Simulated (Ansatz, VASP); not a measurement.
## Se: VASP beside Ansatz

```
Se
1.0
     2.81430    0.00000    0.00000
     0.00000    2.81430    0.00000
     0.00000    0.00000    2.81430
Se
1
Direct
  0.00000 0.00000 0.00000
```

Alike in both runs: functional r2SCAN; k mesh 11 × 11 × 11; occupations fermi-dirac, width 0.1 eV; no spin polarisation.

Ansatz relaxed the structure, and its values are those at the end. VASP's run is a single point on that final structure, the one shown.

|  | VASP | Ansatz |
| --- | --- | --- |
| version | VASP 6.6.1 | Ansatz 0.2.0 |
| potentials or method | VASP PAW PBE potentials, release 64 (Se), cutoff 520 eV | plane waves (500 eV) with PAW, scalar-relativistic |
| valence electrons in the cell | 6 | 16 |

```csv
,VASP,Ansatz,Ansatz less VASP
pressure (GPa),-0.1,0.0,+0.08
```

VASP's potentials were made for PBE, not for r2SCAN. With one functional, cell and mesh, what is left measures potentials, basis and numerics. VASP's potentials hold 6 valence electrons a cell and Ansatz's 16, so a difference there can come from the potentials and not from the codes.
